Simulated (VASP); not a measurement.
BAs, 2 atoms in the cell. Symmetry: F-43m, No. 216, cubic system. The conventional cell has a = 4.368 Å, b = 4.368 Å, c = 4.368 Å, α = 90.00°, β = 90.00°, γ = 90.00°. Within 2.5 Å of B (site symmetry -43m) lie 4 As at 1.89 Å. Within 2.5 Å of As (site symmetry -43m) lie 4 B at 1.89 Å.  This cell differs from its parent crystal: N replaced by As, lengths x 1.186, strained.

- Program: VASP 6.6.1
- Task: single point
- Functional: PBE
- Potentials or basis: VASP PAW PBE potentials, release 64 (B, As)
- Cutoff: 500 eV
- k mesh: 10 × 10 × 10
- Occupations: gaussian, width 0.02 eV
- Spin: no spin polarisation
- Dipole correction: no
- Further INCAR settings: ALGO = Normal; EDIFF = 1e-06; NBANDS = 11

Potentials or basis: VASP PAW PBE potentials, release 64 (B, As).

Launch:

```bash
$ cat potpaw_PBE.64/B/POTCAR potpaw_PBE.64/As/POTCAR > POTCAR
$ mpirun -np 1 vasp_std > vasp.out
```

Hardware: 1 thread of Intel Xeon 6975P-C, on a shared host.

**Question.** How long does it take, and how much memory?

**Answer.** It took 6.7 s on 1 thread of Intel Xeon 6975P-C (shared host), peak memory 0.14 GiB. Counts: scf iterations 13, k points 47.
